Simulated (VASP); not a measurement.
# FH in VASP: a series of runs

Runs on FH. Level: PBEsol. Tasks: single point, relaxation of the atoms.

All numbers are computed with VASP 6.6.1; they aren't measurements. Logs are shortened: lines on timing, memory, paths and dates and some standing lists are left out, and cuts for length are marked.

### 1 The cell of the first run

The cell holds a molecule in a box, 2 atoms: a = 15.000 Å, b = 15.500 Å, c = 16.000 Å, α = 90.00°, β = 90.00°, γ = 90.00°.

### 2 Single point, PBEsol

INCAR

```
SYSTEM = HF
ALGO = Normal
EDIFF = 1E-6
ENCUT = 520
GGA = PS
ISIF = 2
ISMEAR = 0
ISYM = 0
LASPH = .True.
LCHARG = .False.
LREAL = .False.
LWAVE = .False.
NBANDS = 11
NELM = 100
PREC = Accurate
SIGMA = 0.005
```

KPOINTS

```
k-points
0
Gamma
  1 1 1
  0 0 0
```

POSCAR

```
HF
1.0
   15.0000000000      0.0000000000      0.0000000000
    0.0000000000     15.5000000000      0.0000000000
    0.0000000000      0.0000000000     16.0000000000
F H
1 1
Direct
    0.4750124419      0.4989735948      0.4826843889
    0.5249875581      0.5010264052      0.5173156111
```

Potentials or basis: VASP PAW PBE potentials, release 64 (F, H).

Command:

```sh
$ cat potpaw_PBE.64/F/POTCAR potpaw_PBE.64/H/POTCAR > POTCAR
$ mpirun -np 1 vasp_gam > vasp.out
```

OUTCAR:

```text
SYSTEM = HF
   EDIFF = 1E-6
   ENCUT = 520
   GGA = PS
   ISIF = 2
   ISMEAR = 0
   ISYM = 0
   LASPH = .True.
   LREAL = .False.
   NELM = 100
   PREC = Accurate

 ion  position               nearest neighbor table
   1  0.475  0.499  0.483-   2 0.93
   2  0.525  0.501  0.517-   1 0.93

IMPORTANT INFORMATION: All symmetrisations will be switched off!
NOSYMM: (Re-)initialisation of all symmetry stuff for point group C_1.

----------------------------------------------------------------------------------------

                                     Primitive cell

  volume of cell :    3720.0000

  direct lattice vectors                    reciprocal lattice vectors
    15.000000000  0.000000000  0.000000000     0.066666667  0.000000000  0.000000000
     0.000000000 15.500000000  0.000000000     0.000000000  0.064516129  0.000000000
     0.000000000  0.000000000 16.000000000     0.000000000  0.000000000  0.062500000

  length of vectors
    15.000000000 15.500000000 16.000000000     0.066666667  0.064516129  0.062500000

  position of ions in fractional coordinates (direct lattice)
     0.475012442  0.498973595  0.482684389
     0.524987558  0.501026405  0.517315611

  ion indices of the primitive-cell ions
   primitive index   ion index
                 1           1
                 2           2

----------------------------------------------------------------------------------------

 KPOINTS: k-points

Automatic generation of k-mesh.
 Grid dimensions read from file:
 generate k-points for:    1    1    1

 Generating k-lattice:

  Cartesian coordinates                     Fractional coordinates (reciprocal lattice)
     0.066666667  0.000000000  0.000000000     1.000000000  0.000000000  0.000000000
     0.000000000  0.064516129  0.000000000     0.000000000  1.000000000  0.000000000
     0.000000000  0.000000000  0.062500000     0.000000000  0.000000000  1.000000000

  Length of vectors
     0.066666667  0.064516129  0.062500000

  Shift w.r.t. Gamma in fractional coordinates (k-lattice)
     0.000000000  0.000000000  0.000000000

 Subroutine IBZKPT returns following result:
 ===========================================

 Found      1 irreducible k-points:

 Following reciprocal coordinates:
            Coordinates               Weight
  0.000000  0.000000  0.000000      1.000000
   k-points           NKPTS =      1   k-points in BZ     NKDIM =      1   number of bands    NBANDS=     11
   number of dos      NEDOS =    301   number of ions     NIONS =      2
   total plane-waves  NPLWV = ******
   dimension x,y,z NGX =   112 NGY =  120 NGZ =  120
   dimension x,y,z NGXF=   224 NGYF=  240 NGZF=  240
   ions per type =               1   1
   NGX,Y,Z   is equivalent  to a cutoff of  12.41, 12.87, 12.47 a.u.
   NGXF,Y,Z  is equivalent  to a cutoff of  24.83, 25.74, 24.94 a.u.
 SYSTEM =  HF
   PREC   = accura    normal or accurate (medium, high low for compatibility)
   ISTART =      0    job   : 0-new  1-cont  2-samecut
   ICHARG =      2    charge: 1-file 2-atom 10-const
   ISPIN  =      1    spin polarized calculation?
   LNONCOLLINEAR =      F non collinear calculations
   LSORBIT =      F    spin-orbit coupling
   LASPH  =      T    aspherical Exc in radial PAW
   ENCUT  =  520.0 eV  38.22 Ry    6.18 a.u.  27.89 28.82 29.75*2*pi/ulx,y,z
   NELM   =    100;   NELMIN=  2; NELMDL= -5     # of ELM steps
   EDIFF  = 0.1E-05   stopping-criterion for ELM
   LREAL  =      F    real-space projection
   EDIFFG = 0.1E-04   stopping-criterion for IOM
   NSW    =      0    number of steps for IOM
   IBRION =     -1    ionic relax: 0-MD 1-quasi-New 2-CG
   NFREE  =      0    steps in history (QN), initial steepest desc. (CG)
   ISIF   =      2    stress and relaxation
   ISYM   =      0    0-nonsym 1-usesym 2-fastsym
   POTIM  = 0.5000    time-step for ionic-motion
   TEBEG  =    0.0;   TEEND  =   0.0 temperature during run
   PSTRESS=    0.0 pullay stress
   NELECT =       8.0000    total number of electrons
   NUPDOWN=      -1.0000    fix difference up-down
   EMIN   =  10.00;   EMAX   =-10.00  energy-range for DOS
   EFERMI =   0.00;   METHOD = LEGACY
   ISMEAR =     0;   SIGMA  =   0.01  broadening in eV -4-tet -1-fermi 0-gaus
   EFERMI_NEDOS =   21; number of points for ismear=-14 and -15
   IALGO  =     38    algorithm
   IMIX   =      4    mixing-type and parameters
     AMIX     =   0.40;   BMIX     =  1.00
     AMIX_MAG =   1.60;   BMIX_MAG =  1.00
  volume/ion in A,a.u.               =    1860.00     12551.90
  Fermi-wavevector in a.u.,A,eV,Ry     =   0.211312  0.399321  0.607537  0.044653
  Thomas-Fermi vector in A             =   0.980203
   LORBIT       =      0    0 simple, 1 ext, 2 COOP (PROOUT), +10 PAW based schemes
   GGA     = PS    functional components
   LHFCALC =     F    Hartree Fock is set to
   AEXX    =    0.0000 exact exchange contribution
   IVDW    =     0    specifies the selected vdW correction
   LEPSILON=     F    determine dielectric tensor
   LRPA    =     F    only Hartree local field effects (RPA)
 non-spin polarized calculation
 Gauss-broadening in eV      SIGMA  =   0.01
  energy-cutoff  :      520.00
  volume of cell :     3720.00
 maximum number of plane-waves:     50071
 NGX is ok and might be reduce to   112
   NGX = 55   NGY = 57   NGZ = 59

 number of electron       8.0000000 magnetization

 Free energy of the ion-electron system (eV)
  ---------------------------------------------------
  ext. energy  EPLUGINS =         0.00000000
  ---------------------------------------------------
  free energy    TOTEN  =        -7.94617660 eV

  energy without entropy =       -7.94617660  energy(sigma->0) =       -7.94617660

 E-fermi :  -9.4476     XC(G=0):  -0.1303

 val. band max:       -9.5251721071   @ k =   0.0000   0.0000   0.0000
 cond. band min:      -0.9194471424   @ k =   0.0000   0.0000   0.0000
 fundamental gap:      8.6057249648
 Fermi energy:        -9.4475726456

 k-point     1 :       0.0000    0.0000    0.0000
  band No.  band energies     occupation
      1     -29.8832      2.00000
      2     -13.2644      2.00000
      3      -9.5252      2.00000
      4      -9.5252      2.00000
      5      -0.9194      0.00000
      6       0.0736      0.00000
      7       0.5146      0.00000
      8       0.5413      0.00000
      9       0.5875      0.00000
     10       0.5955      0.00000
     11       0.6367      0.00000

------------------------ aborting loop because EDIFF is reached ----------------------------------------

  FORCE on cell =-STRESS in cart. coord.  units (eV):
  Direction    XX          YY          ZZ          XY          YZ          ZX
  --------------------------------------------------------------------------------------
  -------------------------------------------------------------------------------------
  Total        0.1353418     -0.0652132      0.0443912      0.0088198      0.0062849      0.1516417
  in kB        0.0582907     -0.0280868      0.0191190      0.0037986      0.0027068      0.0653110
  external PRESSURE =       0.0164410 kB  Pullay stress =       0.0000000 kB

 VOLUME and BASIS-vectors are now :
 -----------------------------------------------------------------------------
  energy-cutoff  :      520.00
  volume of cell :     3720.00
      direct lattice vectors                 reciprocal lattice vectors
    15.000000000  0.000000000  0.000000000     0.066666667  0.000000000  0.000000000
     0.000000000 15.500000000  0.000000000     0.000000000  0.064516129  0.000000000
     0.000000000  0.000000000 16.000000000     0.000000000  0.000000000  0.062500000

 POSITION                                       TOTAL-FORCE (eV/Angst)
 -----------------------------------------------------------------------------------
      7.12519      7.73409      7.72295        -0.266616     -0.011347     -0.197939
      7.87481      7.76591      8.27705         0.266616      0.011347      0.197939
 -----------------------------------------------------------------------------------
    total drift:                                0.000788     -0.000091     -0.001608

  FREE ENERGIE OF THE ION-ELECTRON SYSTEM (eV)
  ---------------------------------------------------
  free  energy   TOTEN  =        -7.9461766030 eV

  energy  without entropy=       -7.9461766030  energy(sigma->0) =       -7.94617660
```

Run time: 7 min. Hardware: 1 thread of Intel Xeon 8259CL, shared host; peak memory 2.1 GiB.

Results:

* Free energy: -7.9462 eV
* Largest force: 0.332 eV/Å
* Gap between the frontier levels: 8.61 eV

Forces in eV/Å, atoms in the order of the input:
```
F   -0.267 -0.011 -0.198
H    0.267  0.011  0.198
```

Levels at points of the mesh, in eV from the valence-band top:
```
           k point  band 2  band 3  band 4  band 5  band 6  band 7
(0.00, 0.00, 0.00)   -3.74    0.00    0.00    8.61    9.60   10.04
```

Caveat: the PAW data sets were made with another functional, which shifts forces and pressure a little.

### 3 Relaxation of the atoms, PBEsol

INCAR

```
SYSTEM = HF
ALGO = Normal ; EDIFF = 1E-7
EDIFFG = -0.01 ; ENCUT = 520
GGA = PS ; IBRION = 2
ISIF = 2 ; ISMEAR = 0
ISYM = 0 ; LASPH = .True.
LCHARG = .False. ; LREAL = .False.
LWAVE = .False. ; NELM = 100
NSW = 100 ; PREC = Accurate
SIGMA = 0.005
```

KPOINTS is that of step 2.

POSCAR

```
HF
1.0
   15.0000000000      0.0000000000      0.0000000000
    0.0000000000     15.5000000000      0.0000000000
    0.0000000000      0.0000000000     16.0000000000
F H
1 1
Direct
    0.4767982093      0.4990469909      0.4839208543
    0.5232017907      0.5009530091      0.5160791457
```

Potentials or basis: VASP PAW PBE potentials, release 64 (F, H).

Command:

```sh
$ cat potpaw_PBE.64/F/POTCAR potpaw_PBE.64/H/POTCAR > POTCAR
$ mpirun -np 1 vasp_gam > vasp.out
```

OUTCAR:

```text
SYSTEM = HF
   EDIFF = 1E-7
   EDIFFG = -0.01
   ENCUT = 520
   GGA = PS
   IBRION = 2
   ISIF = 2
   ISMEAR = 0
   ISYM = 0
   LASPH = .True.
   LREAL = .False.
   NELM = 100
   NSW = 100
   PREC = Accurate

 ion  position               nearest neighbor table
   1  0.477  0.499  0.484-   2 0.87
   2  0.523  0.501  0.516-   1 0.87

IMPORTANT INFORMATION: All symmetrisations will be switched off!
NOSYMM: (Re-)initialisation of all symmetry stuff for point group C_1.

----------------------------------------------------------------------------------------

                                     Primitive cell

  volume of cell :    3720.0000

  direct lattice vectors                    reciprocal lattice vectors
    15.000000000  0.000000000  0.000000000     0.066666667  0.000000000  0.000000000
     0.000000000 15.500000000  0.000000000     0.000000000  0.064516129  0.000000000
     0.000000000  0.000000000 16.000000000     0.000000000  0.000000000  0.062500000

  length of vectors
    15.000000000 15.500000000 16.000000000     0.066666667  0.064516129  0.062500000

  position of ions in fractional coordinates (direct lattice)
     0.476798209  0.499046991  0.483920854
     0.523201791  0.500953009  0.516079146

[... 105 lines left out ...]

  FORCE on cell =-STRESS in cart. coord.  units (eV):
  Direction    XX          YY          ZZ          XY          YZ          ZX
  --------------------------------------------------------------------------------------
  -------------------------------------------------------------------------------------
  Total        3.0198171     -0.0658324      1.6174717      0.1311908      0.0972296      2.2873220
  in kB        1.3006136     -0.0283535      0.6966335      0.0565030      0.0418761      0.9851332
  external PRESSURE =       0.6562978 kB  Pullay stress =       0.0000000 kB
[... 89 lines left out ...]
  FREE ENERGIE OF THE ION-ELECTRON SYSTEM (eV)
  ---------------------------------------------------
  free  energy   TOTEN  =        -7.3512737394 eV

  energy  without entropy=       -7.3512737394  energy(sigma->0) =       -7.35127374

[... ionic steps 4 to 16 ...]

--------------------------------------- Ionic step       17  -------------------------------------------

 number of electron       8.0000000 magnetization

------------------------ aborting loop because EDIFF is reached ----------------------------------------
[... 67 lines left out ...]
--------------------------------------- Ionic step       19  -------------------------------------------

 number of electron       8.0000001 magnetization

 Free energy of the ion-electron system (eV)
  ---------------------------------------------------
  ext. energy  EPLUGINS =         0.00000000
  ---------------------------------------------------
  free energy    TOTEN  =        -7.94712415 eV

  energy without entropy =       -7.94712415  energy(sigma->0) =       -7.94712415

 E-fermi :  -9.4651     XC(G=0):  -0.1261

 val. band max:       -9.5117640600   @ k =   0.0000   0.0000   0.0000
 cond. band min:      -0.9457920987   @ k =   0.0000   0.0000   0.0000
 fundamental gap:      8.5659719613
 Fermi energy:        -9.4650737197

 k-point     1 :       0.0000    0.0000    0.0000
  band No.  band energies     occupation
      1     -29.8347      2.00000
      2     -13.2368      2.00000
      3      -9.5118      2.00000
      4      -9.5118      2.00000
      5      -0.9458      0.00000
      6       0.0771      0.00000
      7       0.5149      0.00000
      8       0.5451      0.00000
[... 27 lines left out ...]
  FREE ENERGIE OF THE ION-ELECTRON SYSTEM (eV)
  ---------------------------------------------------
  free  energy   TOTEN  =        -7.9471241473 eV

  energy  without entropy=       -7.9471241473  energy(sigma->0) =       -7.94712415

 reached required accuracy - stopping structural energy minimisation
```

It took 65 min on 1 thread of Intel Xeon 8259CL, shared host; peak memory 2.2 GiB.

Results:

```
Free energy                     : -7.9471 eV
Gap between the frontier levels : 8.57 eV
```

Final structure:
```cif
data_structure
_symmetry_space_group_name_H-M 'P 1'
_symmetry_Int_Tables_number 1
_cell_length_a 15.0000
_cell_length_b 15.5000
_cell_length_c 16.0000
_cell_angle_alpha 90.000
_cell_angle_beta 90.000
_cell_angle_gamma 90.000
_cell_volume 3720.00
loop_
_atom_site_label
_atom_site_type_symbol
_atom_site_fract_x
_atom_site_fract_y
_atom_site_fract_z
_atom_site_occupancy
F1 F 0.47486 0.49897 0.48257 1
H1 H 0.52514 0.50103 0.51743 1
```

Caveat: the PAW data sets were made with another functional, which shifts forces and pressure a little.
